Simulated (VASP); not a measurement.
## SiC (e600): single point with PBEsol

The system is SiC (e600).

```
Si C
1.0
     0.01067    2.18957    2.16683
     2.18957    0.01067    2.16683
     2.20024    2.20024    0.00000
Si C
1 1
Direct
  0.00049 0.00049 0.99951
  0.24951 0.24951 0.25049
```

This cell differs from its parent crystal: strained cell.

- Program: VASP 6.6.1
- Task: single point
- Functional: PBEsol
- Potentials or basis: VASP PAW PBE potentials, release 64 (Si, C)
- Cutoff: 600 eV
- k mesh: 10 × 10 × 10
- Occupations: gaussian, width 0.02 eV
- Spin: no spin polarisation
- Dipole correction: no
- Further INCAR settings: ALGO = Normal; EDIFF = 1e-06; NBANDS = 11

```json
{
 "Pressure": "-0.8 GPa",
 "Band gap on the k mesh": "1.12 eV, indirect (least direct gap 4.36 eV)"
}
```

Stress tensor (GPa, compression positive):
```
-1.70 -2.34  0.00
-2.34 -1.70  0.00
 0.00  0.00  0.85
```

Levels at points of the mesh, in eV from the valence-band top:
| k point | band 2 | band 3 | band 4 | band 5 | band 6 | band 7 |
| --- | --- | --- | --- | --- | --- | --- |
| (0.00, 0.00, 0.00) | -0.11 | -0.02 | 0.00 | 6.07 | 7.08 | 7.17 |
| (0.50, 0.00, 0.00) | -8.61 | -1.21 | -1.06 | 5.20 | 6.92 | 7.17 |
| (0.50, 0.50, 0.00) | -7.78 | -3.41 | -3.24 | 1.12 | 4.03 | 13.82 |
| (0.00, 0.00, 0.50) | -8.64 | -1.11 | -1.02 | 5.36 | 7.08 | 7.17 |
| (0.50, 0.00, 0.50) | -7.91 | -3.22 | -3.20 | 1.22 | 4.20 | 13.69 |

Run time: 42 s on 1 thread of Intel Xeon 6975P-C, on a shared host, peak memory 0.18 GiB.

Caveat: the cell differs from its parent crystal (strained cell); the PAW data sets were made with another functional, which shifts forces and pressure a little. A k mesh can miss the band edges.
